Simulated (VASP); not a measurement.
# LiCl (F-43m) in VASP: a series of runs

Aim: see how the results for LiCl move with the level of theory and the settings. Levels: PBE, r2SCAN. Tasks: single point, relaxation of cell and atoms.

All numbers are computed with VASP 6.6.1; they aren't measurements. Logs are shortened: lines on timing, memory, paths and dates and some standing lists are left out, and cuts for length are marked.

## (1) The cell of the first run

It takes space group F-43m (No. 216, cubic). The conventional cell has a = 5.694 Å, b = 5.694 Å, c = 5.694 Å, α = 90.00°, β = 90.00°, γ = 90.00°. Li (site symmetry -43m) has 4 Cl at 2.47 Å within 3.3 Å. Cl (site symmetry -43m) has 4 Li at 2.47 Å within 3.3 Å.

## (2) Single point, PBE (volume scaled by 1.10)

INCAR reads:

```
PREC = Accurate ; ENCUT = 520
EDIFF = 1E-6 ; ISMEAR = 0
SIGMA = 0.02 ; LREAL = F
LASPH = T ; NELM = 60
ALGO = Normal ; ISIF = 2
LWAVE = F ; LCHARG = F
GGA = PE ; NBANDS = 12
```

KPOINTS reads:

```
Automatic mesh
0
Gamma
  8 8 8
```

POSCAR reads:

```
LiCl
1.0
    0.0000000000      2.8468487915      2.8468487915
    2.8468487915      0.0000000000      2.8468487915
    2.8468487915      2.8468487915      0.0000000000
Li Cl
1 1
Direct
    0.0000000000      0.0000000000      0.0000000000
    0.2500000000      0.2500000000      0.2500000000
```

Potentials or basis: VASP PAW PBE potentials, release 64 (Li_sv, Cl).

Started as:

```bash
> cat potpaw_PBE.64/Li_sv/POTCAR potpaw_PBE.64/Cl/POTCAR > POTCAR
> mpirun -np 1 vasp_std > vasp.out
```

OUTCAR:

```text
PREC = Accurate
   ENCUT = 520
   EDIFF = 1E-6
   ISMEAR = 0
   LREAL = F
   LASPH = T
   NELM = 60
   ISIF = 2
   GGA = PE

 ion  position               nearest neighbor table
   1  0.000  0.000  0.000-   2 2.47   2 2.47   2 2.47   2 2.47
   2  0.250  0.250  0.250-   1 2.47   1 2.47   1 2.47   1 2.47

  LATTYP: Found a face centered cubic cell.
 ALAT       =     5.6936975830

  Lattice vectors:

 A1 = (   0.0000000000,   2.8468487915,   2.8468487915)
 A2 = (   2.8468487915,   0.0000000000,   2.8468487915)
 A3 = (   2.8468487915,   2.8468487915,   0.0000000000)

Analysis of symmetry for initial positions (statically):
=====================================================================
 Subroutine PRICEL returns:
 Original cell was already a primitive cell.

 Routine SETGRP: Setting up the symmetry group for a
 face centered cubic supercell.

 Subroutine GETGRP returns: Found 24 space group operations
 (whereof 24 operations were pure point group operations)
 out of a pool of 48 trial point group operations.

The static configuration has the point symmetry T_d .

Analysis of symmetry for dynamics (positions and initial velocities):
=====================================================================
 Subroutine PRICEL returns:
 Original cell was already a primitive cell.

 Routine SETGRP: Setting up the symmetry group for a
 face centered cubic supercell.

 Subroutine GETGRP returns: Found 24 space group operations
 (whereof 24 operations were pure point group operations)
 out of a pool of 48 trial point group operations.

The dynamic configuration has the point symmetry T_d .

 Subroutine INISYM returns: Found 24 space group operations
 (whereof 24 operations are pure point group operations),
 and found     1 'primitive' translations

----------------------------------------------------------------------------------------

                                     Primitive cell

  volume of cell :      46.1448

  direct lattice vectors                    reciprocal lattice vectors
     0.000000000  2.846848791  2.846848791    -0.175632791  0.175632791  0.175632791
     2.846848791  0.000000000  2.846848791     0.175632791 -0.175632791  0.175632791
     2.846848791  2.846848791  0.000000000     0.175632791  0.175632791 -0.175632791

  length of vectors
     4.026052171  4.026052171  4.026052171     0.304204918  0.304204918  0.304204918

  position of ions in fractional coordinates (direct lattice)
     0.000000000  0.000000000  0.000000000
     0.250000000  0.250000000  0.250000000

  ion indices of the primitive-cell ions
   primitive index   ion index
                 1           1
                 2           2

----------------------------------------------------------------------------------------

 KPOINTS: Automatic mesh

Automatic generation of k-mesh.
 Grid dimensions read from file:
 generate k-points for:    8    8    8

 Generating k-lattice:

  Cartesian coordinates                     Fractional coordinates (reciprocal lattice)
    -0.021954099  0.021954099  0.021954099     0.125000000  0.000000000  0.000000000
     0.021954099 -0.021954099  0.021954099     0.000000000  0.125000000  0.000000000
     0.021954099  0.021954099 -0.021954099     0.000000000  0.000000000  0.125000000

  Length of vectors
     0.038025615  0.038025615  0.038025615

  Shift w.r.t. Gamma in fractional coordinates (k-lattice)
     0.000000000  0.000000000  0.000000000

 Subroutine IBZKPT returns following result:
 ===========================================

 Found     29 irreducible k-points:

 Following reciprocal coordinates:
            Coordinates               Weight
  0.000000  0.000000  0.000000      1.000000
  0.125000  0.000000  0.000000      8.000000
  0.250000  0.000000  0.000000      8.000000
  0.375000  0.000000  0.000000      8.000000
  0.500000  0.000000  0.000000      4.000000
  0.125000  0.125000  0.000000      6.000000
[... 16 lines left out ...]
  0.500000  0.250000  0.125000     48.000000
 -0.375000  0.250000  0.125000     24.000000
 [... further k-points ...]
   k-points           NKPTS =     29   k-points in BZ     NKDIM =     29   number of bands    NBANDS=     12
   number of dos      NEDOS =    301   number of ions     NIONS =      2
   total plane-waves  NPLWV =  27000
   dimension x,y,z NGX =    30 NGY =   30 NGZ =   30
   dimension x,y,z NGXF=    60 NGYF=   60 NGZF=   60
   ions per type =               1   1
   NGX,Y,Z   is equivalent  to a cutoff of  12.39, 12.39, 12.39 a.u.
   NGXF,Y,Z  is equivalent  to a cutoff of  24.78, 24.78, 24.78 a.u.
 SYSTEM =  unknown system
   PREC   = accura    normal or accurate (medium, high low for compatibility)
   ISTART =      0    job   : 0-new  1-cont  2-samecut
   ICHARG =      2    charge: 1-file 2-atom 10-const
   ISPIN  =      1    spin polarized calculation?
   LNONCOLLINEAR =      F non collinear calculations
   LSORBIT =      F    spin-orbit coupling
   LASPH  =      T    aspherical Exc in radial PAW
   ENCUT  =  520.0 eV  38.22 Ry    6.18 a.u.   7.49  7.49  7.49*2*pi/ulx,y,z
   NELM   =     60;   NELMIN=  2; NELMDL= -5     # of ELM steps
   EDIFF  = 0.1E-05   stopping-criterion for ELM
   LREAL  =      F    real-space projection
   EDIFFG = 0.1E-04   stopping-criterion for IOM
   NSW    =      0    number of steps for IOM
   IBRION =     -1    ionic relax: 0-MD 1-quasi-New 2-CG
   NFREE  =      0    steps in history (QN), initial steepest desc. (CG)
   ISIF   =      2    stress and relaxation
   ISYM   =      2    0-nonsym 1-usesym 2-fastsym
   POTIM  = 0.5000    time-step for ionic-motion
   TEBEG  =    0.0;   TEEND  =   0.0 temperature during run
   PSTRESS=    0.0 pullay stress
   NELECT =      10.0000    total number of electrons
   NUPDOWN=      -1.0000    fix difference up-down
   EMIN   =  10.00;   EMAX   =-10.00  energy-range for DOS
   EFERMI =   0.00;   METHOD = LEGACY
   ISMEAR =     0;   SIGMA  =   0.02  broadening in eV -4-tet -1-fermi 0-gaus
   EFERMI_NEDOS =   21; number of points for ismear=-14 and -15
   IALGO  =     38    algorithm
   IMIX   =      4    mixing-type and parameters
     AMIX     =   0.40;   BMIX     =  1.00
     AMIX_MAG =   1.60;   BMIX_MAG =  1.00
  volume/ion in A,a.u.               =      23.07       155.70
  Fermi-wavevector in a.u.,A,eV,Ry     =   0.983333  1.858229 13.156058  0.966943
  Thomas-Fermi vector in A             =   2.114483
   LORBIT       =      0    0 simple, 1 ext, 2 COOP (PROOUT), +10 PAW based schemes
   GGA     = PE    functional components
   LHFCALC =     F    Hartree Fock is set to
   AEXX    =    0.0000 exact exchange contribution
   IVDW    =     0    specifies the selected vdW correction
   LEPSILON=     F    determine dielectric tensor
   LRPA    =     F    only Hartree local field effects (RPA)
 non-spin polarized calculation
 Gauss-broadening in eV      SIGMA  =   0.02
  energy-cutoff  :      520.00
  volume of cell :       46.14
 maximum number of plane-waves:      1259
 NGX is ok and might be reduce to    30
   NGX = 15   NGY = 15   NGZ = 15

 number of electron      10.0000000 magnetization

 number of electron       9.9999993 magnetization

 Free energy of the ion-electron system (eV)
  ---------------------------------------------------
  ext. energy  EPLUGINS =         0.00000000
  ---------------------------------------------------
  free energy    TOTEN  =        -7.40088130 eV

  energy without entropy =       -7.40088130  energy(sigma->0) =       -7.40088130

 E-fermi :  -1.5996     XC(G=0):  -7.2514

 val. band max:       -1.7916259487   @ k =   0.0000   0.0000   0.0000
 cond. band min:       3.8595477706   @ k =   0.0000   0.0000   0.0000
 fundamental gap:      5.6511737192
 Fermi energy:        -1.5995624134

 k-point     1 :       0.0000    0.0000    0.0000
  band No.  band energies     occupation
      1     -44.9451      2.00000
      2     -14.2806      2.00000
      3      -1.7916      2.00000
      4      -1.7916      2.00000
      5      -1.7916      2.00000
      6       3.8595      0.00000
      7       8.2065      0.00000
      8       8.2065      0.00000
      9       8.2065      0.00000
     10      12.3787      0.00000
     11      12.3787      0.00000
     12      15.1610      0.00000

 k-point     2 :       0.1250    0.0000    0.0000
  band No.  band energies     occupation
      1     -44.9450      2.00000
      2     -14.2504      2.00000
      3      -2.0962      2.00000
      4      -1.8286      2.00000
      5      -1.8286      2.00000
      6       4.2385      0.00000
      7       8.2415      0.00000
      8       8.3553      0.00000
      9       8.3554      0.00000
     10      11.8957      0.00000
     11      11.8957      0.00000
     12      14.2415      0.00000

 k-point     3 :       0.2500    0.0000    0.0000
  band No.  band energies     occupation
      1     -44.9447      2.00000
      2     -14.1755      2.00000
      3      -2.7267      2.00000
      4      -1.9145      2.00000
      5      -1.9145      2.00000
      6       5.0786      0.00000
      7       8.2829      0.00000
      8       8.5469      0.00000
      9       8.5470      0.00000
     10      11.7043      0.00000
     11      11.7043      0.00000
     12      13.6848      0.00000
[... 286 lines left out ...]
 k-point    23 :       0.5000    0.2500    0.1250
  band No.  band energies     occupation
      1     -44.9443      2.00000
      2     -14.0568      2.00000
      3      -3.1306      2.00000
      4      -2.4201      2.00000
      5      -2.1413      2.00000
      6       6.2884      0.00000
      7       7.5795      0.00000
      8       8.7882      0.00000
      9       9.3645      0.00000
     10      11.1856      0.00000
     11      13.5093      0.00000
     12      14.3478      0.00000

 k-point    24 :      -0.3750    0.2500    0.1250
  band No.  band energies     occupation
      1     -44.9442      2.00000
      2     -14.0303      2.00000
      3      -3.2595      2.00000
      4      -2.4559      2.00000
      5      -2.2051      2.00000
      6       6.8357      0.00000
      7       7.0949      0.00000
      8       9.2067      0.00000
      9       9.3063      0.00000
     10      11.4137      0.00000
     11      13.3677      0.00000
     12      14.1925      0.00000

 [... further k-points ...]
[... 5 lines left out ...]
  --------------------------------------------------------------------------------------
  -------------------------------------------------------------------------------------
  Total       -0.5653716     -0.5653716     -0.5653716      0.0000000     -0.0000000      0.0000000
  in kB      -19.6300501    -19.6300501    -19.6300501      0.0000000     -0.0000000      0.0000000
  external PRESSURE =     -19.6300501 kB  Pullay stress =       0.0000000 kB

 VOLUME and BASIS-vectors are now :
 -----------------------------------------------------------------------------
  energy-cutoff  :      520.00
  volume of cell :       46.14
      direct lattice vectors                 reciprocal lattice vectors
     0.000000000  2.846848791  2.846848791    -0.175632791  0.175632791  0.175632791
     2.846848791  0.000000000  2.846848791     0.175632791 -0.175632791  0.175632791
     2.846848791  2.846848791  0.000000000     0.175632791  0.175632791 -0.175632791

 POSITION                                       TOTAL-FORCE (eV/Angst)
 -----------------------------------------------------------------------------------
      0.00000      0.00000      0.00000         0.000000      0.000000      0.000000
      1.42342      1.42342      1.42342        -0.000000     -0.000000     -0.000000
 -----------------------------------------------------------------------------------
    total drift:                               -0.000000     -0.000000     -0.000000

  FREE ENERGIE OF THE ION-ELECTRON SYSTEM (eV)
  ---------------------------------------------------
  free  energy   TOTEN  =        -7.4008812963 eV

  energy  without entropy=       -7.4008812963  energy(sigma->0) =       -7.40088130
```

Wall time 14 s (1 thread of AMD EPYC 7R43 (Zen 3), shared host); peak memory 0.13 GiB.

What came out:

```
Free energy            : -7.4009 eV
Band gap on the k mesh : 5.65 eV, direct
```

Levels at points of the mesh, in eV from the valence-band top:
```
           k point  band 2  band 3  band 4  band 5  band 6  band 7  band 8  band 9
(0.00, 0.00, 0.00)  -12.49    0.00    0.00    0.00    5.65   10.00   10.00   10.00
(0.50, 0.00, 0.00)  -12.27   -1.68   -0.24   -0.24    8.00   10.08   10.17   10.17
(0.50, 0.50, 0.00)  -12.21   -1.37   -0.68   -0.68    6.68    9.51   12.38   13.08
```

Caveat: the cell differs from its parent crystal (volume scaled by 1.10); the cutoff is under 1.25 times the usual one of these potentials, so pressure, stress and relaxed cells hold a basis-set (Pulay) error.

## (3) Relaxation of cell and atoms, PBE

This run uses another cell than the first one, of 15.25 Å³/atom, 0.661 times its volume.

INCAR reads:

```
SYSTEM = LiCl
PREC     = Accurate       ! precision mode
ENCUT    = 600            ! plane-wave cutoff, eV
EDIFF    = 1E-7           ! SCF threshold, eV
ISMEAR   = 0              ! smearing method
SIGMA    = 0.1            ! smearing width, eV
LREAL    = .FALSE.        ! projectors in reciprocal space
LASPH    = .TRUE.         ! aspherical terms in the spheres
NELM     = 60             ! most SCF steps
ALGO     = Normal         ! electronic algorithm
ISIF     = 3              ! what is computed and relaxed
LWAVE    = .FALSE.        ! write WAVECAR
LCHARG   = .FALSE.        ! write CHGCAR
GGA      = PE             ! functional
IBRION   = 2              ! ionic algorithm
NSW      = 90             ! ionic steps
EDIFFG   = -0.04          ! ionic threshold
```

KPOINTS reads:

```
regular mesh
0
G
  6 6 6
  0 0 0
```

POSCAR reads:

```
LiCl
1.0
    0.0000000000      2.4796039400      2.4796039400
    2.4796039400      0.0000000000      2.4796039400
    2.4796039400      2.4796039400      0.0000000000
Li Cl
1 1
Direct
    0.0000000000      0.0000000000      0.0000000000
    0.7500000000      0.7500000000      0.7500000000
```

Potentials or basis: VASP PAW PBE potentials, release 64 (Li_sv, Cl).

Started as:

```bash
> cat potpaw_PBE.64/Li_sv/POTCAR potpaw_PBE.64/Cl/POTCAR > POTCAR
> mpirun -np 1 vasp_std > vasp.out
```

It took 19 s on 1 thread of AMD EPYC 7R43 (Zen 3), shared host; peak memory 0.11 GiB.

It converged, with:

* Free energy: -7.4201 eV
* Relaxed volume: 20.76 Å³/atom
* Relaxed cell: a = 3.887 Å, b = 3.887 Å, c = 3.887 Å, α = 60.00°, β = 60.00°, γ = 60.00°
* Space group after relaxing (to 0.05 Å): F-43m (No. 216)
* Energy gained by relaxing: 203.0 meV/atom
* Ionic steps: 4
* Pressure after relaxing: 0.1 GPa
* Band gap on the k mesh: 6.00 eV, direct

The path:
```
step  energy change (eV)  largest force (eV/Å)  pressure (GPa)  volume (Å³)
   1              0.0000                0.0000           15.17        30.49
   2             -0.3618                0.0000            3.56        37.31
   3             -0.4023                0.0000            0.91        40.33
   4             -0.4059                0.0000            0.10        41.52
```

Final structure:
```yaml
crystal:
  lattice:
    - [0.00000, 2.74834, 2.74834]
    - [2.74834, 0.00000, 2.74834]
    - [2.74834, 2.74834, 0.00000]
  atoms:
    - { symbol: Li, position: [0.00000, 0.00000, 0.00000] }
    - { symbol: Cl, position: [0.75000, 0.75000, 0.75000] }
```

Levels at points of the mesh, in eV from the valence-band top:
```
           k point  band 1  band 2  band 3  band 4  band 5  band 6  band 7  band 8  band 9
(0.00, 0.00, 0.00)  -42.88  -12.70    0.00    0.00    0.00    6.00   10.16   10.16   10.16
(0.50, 0.00, 0.00)  -42.88  -12.41   -1.98   -0.28   -0.28    8.34   10.33   10.33   10.66
(0.50, 0.50, 0.00)  -42.88  -12.33   -1.61   -0.82   -0.82    6.65    9.65   13.35   13.82
```

Caveat: the cutoff is under 1.25 times the usual one of these potentials, so pressure, stress and relaxed cells hold a basis-set (Pulay) error; the volume moved by over 15 % at a fixed basis, so the end points are rough.

## (4) Single point, r2SCAN

This run uses another cell than the first one, of 20.97 Å³/atom, 0.909 times its volume.

POSCAR reads:

```
LiCl
1.0
    0.0000000000      2.7578258545      2.7578258545
    2.7578258545      0.0000000000      2.7578258545
    2.7578258545      2.7578258545      0.0000000000
Li Cl
1 1
Direct
    0.0000000000      0.0000000000      0.0000000000
    0.2500000000      0.2500000000      0.2500000000
```

INCAR.step1 reads:

```
SYSTEM = LiCl
PREC = Accurate ; ENCUT = 520
ISMEAR = 0 ; SIGMA = 0.02
LREAL = .FALSE. ; LASPH = .TRUE.
NELM = 60 ; NBANDS = 12
GGA = PE ; ALGO = Normal
EDIFF = 1E-4 ; LWAVE = .TRUE.
LCHARG = .FALSE.
```

INCAR.step2 reads:

```
SYSTEM = LiCl
PREC = Accurate ; ENCUT = 520
EDIFF = 1E-6 ; ISMEAR = 0
SIGMA = 0.02 ; LREAL = .FALSE.
LASPH = .TRUE. ; NELM = 60
ALGO = Normal ; ISIF = 2
LWAVE = .FALSE. ; LCHARG = .FALSE.
METAGGA = R2SCAN ; LMIXTAU = .TRUE.
NBANDS = 12 ; ISTART = 1
```

KPOINTS reads:

```
Automatic mesh
0
G
  8 8 8
  0 0 0
```

Started as:

```bash
> cat potpaw_PBE.64/Li_sv/POTCAR potpaw_PBE.64/Cl/POTCAR > POTCAR
> cp INCAR.step1 INCAR
> mpirun -np 1 vasp_std > vasp.out
> cp INCAR.step2 INCAR
> mpirun -np 1 vasp_std > vasp.out
```

Wall time 59 s (1 thread of AMD EPYC 7R43 (Zen 3), shared host); peak memory 0.13 GiB.

The run converged. Its results:

* Free energy: -12.5742 eV
* Band gap on the k mesh: 6.67 eV, direct

Levels at points of the mesh, in eV from the valence-band top:
```tsv
k point	band 2	band 3	band 4	band 5	band 6	band 7	band 8	band 9
(0.00, 0.00, 0.00)	-13.24	0.00	0.00	0.00	6.67	11.02	11.02	11.02
(0.50, 0.00, 0.00)	-12.96	-1.96	-0.28	-0.28	9.12	11.10	11.10	11.31
(0.50, 0.50, 0.00)	-12.87	-1.58	-0.81	-0.81	7.19	10.41	14.41	14.92
```

Caveat: the cutoff is under 1.25 times the usual one of these potentials, so pressure, stress and relaxed cells hold a basis-set (Pulay) error; the PAW data sets were made with another functional, which shifts forces and pressure a little. A k mesh can miss the band edges.

## (5) Overview

| task | level | cell | k mesh | cutoff (eV) | smearing | gap on the mesh (eV) |
| --- | --- | --- | --- | --- | --- | --- |
| single point | PBE | a = 4.026 Å, angles 60.0°, 2 atoms | 8 × 8 × 8 | 520 | gaussian 0.02 eV | 5.65 |
| relaxation of cell and atoms | PBE | relaxed from a = 3.507 Å, angles 60.0°, 2 atoms | 6 × 6 × 6 | 600 | gaussian 0.1 eV | 6.00 |
| single point | r2SCAN | a = 3.900 Å, angles 60.0°, 2 atoms | 8 × 8 × 8 | 520 | gaussian 0.02 eV | 6.67 |

Alike in all rows: potentials or basis VASP PAW PBE potentials, release 64 (Li_sv, Cl); no spin polarisation.

Caveats: the cutoff is under 1.25 times the usual one of these potentials, so pressure, stress and relaxed cells hold a basis-set (Pulay) error; the volume moved by over 15 % at a fixed basis, so the end points are rough (some runs); the PAW data sets were made with another functional, which shifts forces and pressure a little (some runs).

Total energies depend on the potentials used, so only differences within one code and one set of settings carry meaning.
